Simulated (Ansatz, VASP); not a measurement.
LiAl5B in VASP and in Ansatz

INCAR

```
PREC = Accurate
ENCUT = 520
EDIFF = 1E-7
ISMEAR = 0
SIGMA = 0.1
LREAL = F
LASPH = T
NELM = 60
ALGO = Fast
ISIF = 2
LWAVE = F
LCHARG = F
GGA = PE
NBANDS = 20
```

Contents of KPOINTS:

```
Automatic mesh
0
Gamma
  4 4 4
```

Contents of POSCAR:

```
LiAl5B
1.0
    3.8536108400      0.0000000000      0.0000000000
    0.0000000000      3.8536108400      0.0000000000
    0.0000000000      0.0000000000      6.2409843100
Li Al B
1 5 1
Direct
    0.0000000000      0.0000000000      0.0000000000
    0.5000000000      0.5000000000      0.0000000000
    0.5000000000      0.0000000000      0.3007800000
    0.0000000000      0.5000000000      0.3007800000
    0.5000000000      0.0000000000      0.6992200000
    0.0000000000      0.5000000000      0.6992200000
    0.0000000000      0.0000000000      0.5000000000
```

Input for Ansatz:

```yaml
crystal:
  lattice:
    - [3.85361084, 0.0, 0.0]
    - [0.0, 3.85361084, 0.0]
    - [0.0, 0.0, 6.24098431]
  atoms:
    - { symbol: Li, position: [0.0, 0.0, 0.0] }
    - { symbol: Al, position: [0.5, 0.5, 0.0] }
    - { symbol: Al, position: [0.5, 0.0, 0.30078] }
    - { symbol: Al, position: [0.0, 0.5, 0.30078] }
    - { symbol: Al, position: [0.5, 0.0, 0.69922] }
    - { symbol: Al, position: [0.0, 0.5, 0.69922] }
    - { symbol: B, position: [0.0, 0.0, 0.5] }
basis:
  ecutwfc: 420
kpoints:
  mp_grid: { grid: [4, 4, 4] }
hamiltonian:
  xc: pbe
scf:
  occupations: { method: gaussian, width: 0.1 }
  lower_state_search: "off"
output:
  forces: true
  stress: true
  eigenvalues: true
```

Change from the starting cell: species swapped into the YbIn5Rh type (P4/mmm, No. 123).

Alike in both runs: task single point; functional PBE; k mesh 4 × 4 × 4; occupations gaussian, width 0.1 eV; no spin polarisation.

|  | VASP | Ansatz |
| --- | --- | --- |
| version | VASP 6.6.1 | Ansatz 0.2.0 |
| potentials or method | VASP PAW PBE potentials, release 64 (Li_sv, Al, B), cutoff 520 eV | scalar-relativistic, plane waves, PAW |
| valence electrons in the cell | 21 | 21 |

Ansatz gave:

```
gap on the k mesh at the Fermi level (eV) : none
rms of the force components (eV/Å)        : 0.334
```

Question: What did VASP give for the same quantities?

Answer: gap on the k mesh at the Fermi level (eV): none; rms of the force components (eV/Å): 0.332.

Atom by atom the forces differ by 0.002 eV/Å (rms over components). A gap of «none» marks a metal or a gap that the smearing closes.

The k mesh is coarse, so the values compare programs but aren't converged. Noted on VASP's run: the cutoff is under 1.25 times that of the potentials, so the pressure is a little rough.
